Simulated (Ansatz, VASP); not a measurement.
# One calculation of Ta, two programs

INCAR

```
SYSTEM = Ta
PREC = Accurate ; ENCUT = 520
EDIFF = 1E-6 ; ISMEAR = 0
SIGMA = 0.1 ; LREAL = .FALSE.
LASPH = .TRUE. ; NELM = 60
ALGO = Normal ; ISIF = 2
LWAVE = .FALSE. ; LCHARG = .TRUE.
LDIPOL = .TRUE. ; IDIPOL = 3
DIPOL = 0.5 0.5 0.414 ; GGA = PE
IVDW = 12 ; LELF = .TRUE.
LVHAR = .TRUE. ; LVACPOTAV = .TRUE.
NBANDS = 78
```

KPOINTS

```
regular mesh
0
G
  4 4 1
  0 0 0
```

POSCAR

```
Ta
1.0
    5.6896945747      0.0000000000      0.0000000000
   -1.8965648582      5.3642954889      0.0000000000
    0.0000000000      0.0000000000     24.8364161668
Ta
12
Direct
    0.2500000000      0.2500000000      0.3221076643
    0.2500000000      0.7500000000      0.3221076643
    0.7500000000      0.2500000000      0.3221076643
    0.7500000000      0.7500000000      0.3221076643
    0.5000232529      0.5012750197      0.4134186546
    0.4990786354      0.0010071026      0.4133018522
   -0.0007317651      0.4988071496      0.4130832460
   -0.0020306840     -0.0008385997      0.4113102687
    0.7713312054      0.7732689171      0.5075130180
    0.7301931702      0.2603976293      0.5076925535
    0.2589352462      0.7484273180      0.5071044329
    0.2256003517      0.2297148949      0.5047808586
```

Input for Ansatz:

```yaml
crystal:
  lattice:
    - [5.6896945747, 0.0, 0.0]
    - [-1.8965648582, 5.3642954889, 0.0]
    - [0.0, 0.0, 24.8364161668]
  atoms:
    - { symbol: Ta, position: [0.25, 0.25, 0.3221076643] }
    - { symbol: Ta, position: [0.25, 0.75, 0.3221076643] }
    - { symbol: Ta, position: [0.75, 0.25, 0.3221076643] }
    - { symbol: Ta, position: [0.75, 0.75, 0.3221076643] }
    - { symbol: Ta, position: [0.5000232529, 0.5012750197, 0.4134186546] }
    - { symbol: Ta, position: [0.4990786354, 0.0010071026, 0.4133018522] }
    - { symbol: Ta, position: [-0.0007317651, 0.4988071496, 0.413083246] }
    - { symbol: Ta, position: [-0.002030684, -0.0008385997, 0.4113102687] }
    - { symbol: Ta, position: [0.7713312054, 0.7732689171, 0.507513018] }
    - { symbol: Ta, position: [0.7301931702, 0.2603976293, 0.5076925535] }
    - { symbol: Ta, position: [0.2589352462, 0.748427318, 0.5071044329] }
    - { symbol: Ta, position: [0.2256003517, 0.2297148949, 0.5047808586] }
basis:
  ecutwfc: 420
kpoints:
  mp_grid: { grid: [4, 4, 1] }
hamiltonian:
  xc: pbe
  dispersion: d3bj
scf:
  occupations: { method: gaussian, width: 0.1 }
output:
  forces: true
  eigenvalues: true
  write_density: true
  volumetric_format: npy
efield:
  axis: 3
  dipole_correction: true
  ramp_width: 0.04
```

Alike in both runs: task single point; functional PBE; dispersion D3(BJ); k mesh 4 × 4 × 1; occupations gaussian, width 0.1 eV; no spin polarisation.

|  | VASP | Ansatz |
| --- | --- | --- |
| version | VASP 6.6.1 | Ansatz 0.2.0 |
| potentials or method | VASP PAW PBE potentials, release 64 (Ta_pv), cutoff 520 eV | scalar-relativistic, plane waves, PAW |
| valence electrons in the cell | 132 | 156 |

Ansatz gave:

| Item | Value |
| --- | --- |
| gap on the k mesh at the Fermi level (eV) | none |
| rms of the force components (eV/Å) | 0.235 |
| work function, face that differs most (eV) | 4.79 |

Question: What did VASP give for the same quantities?

Answer: gap on the k mesh at the Fermi level (eV): none; rms of the force components (eV/Å): 0.234; work function, face that differs most (eV): 4.78.

Atom by atom the forces differ by 0.003 eV/Å (rms over components). A gap of «none» marks a metal or a gap that the smearing closes. VASP's potentials hold 132 valence electrons a cell and Ansatz's 156, so a difference there can come from the potentials and not from the codes.

Spin-orbit coupling is off throughout.
